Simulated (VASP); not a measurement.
Runs of VASP 6.6.1 on HfO2. The structure is that of space group Fm-3m (No. 225), or close to it. The cells are those of the table. 

```csv
cell,gap on the mesh (eV),pressure (GPa),largest force (eV/Å)
"a = 3.617, b = 3.617, c = 3.621 Å, angles 60.0°, 3 atoms",(c),-12.1,0.01
"a = 3.617, b = 3.617, c = 3.581 Å, angles 60.3, 60.3, 60.7°, 3 atoms",4.22,-12.0,0.10
"a = 3.617, b = 3.617, c = 3.644 Å, angles 59.8, 59.8, 59.5°, 3 atoms",4.22,-12.0,0.07
"a = 3.617, b = 3.617, c = 3.630 Å, angles 59.9, 59.9, 59.8°, 3 atoms",4.22,-12.1,0.04
"a = 3.617, b = 3.617, c = 3.639 Å, angles 59.8, 59.8, 59.6°, 3 atoms",4.22,-12.0,(b)
"a = 3.617, b = 3.617, c = 3.626 Å, angles 59.9, 59.9, 59.8°, 3 atoms",4.22,-12.0,0.02
"a = 3.617, b = 3.617, c = 3.599 Å, angles 60.2, 60.2, 60.3°, 3 atoms",4.22,-11.9,0.05
"a = 3.617, b = 3.617, c = 3.648 Å, angles 59.7, 59.7, 59.4°, 3 atoms",4.22,-11.9,(a)
```

Alike in all rows: task single point; level r2SCAN; potentials or basis VASP PAW PBE potentials, release 64 (Hf_pv, O); no spin polarisation; k mesh 8 × 8 × 8; cutoff (eV) 520; smearing gaussian 0.05 eV.

Question: Estimate the missing entries.

Answer: (a) 0.09; (b) 0.06; (c) 4.21.

Caveats: the PAW data sets were made with another functional, which shifts forces and pressure a little; spin-orbit coupling is left out, which moves the levels of the heavy elements.

A k mesh can miss the band edges, and the runs leave out spin-orbit coupling on Hf.
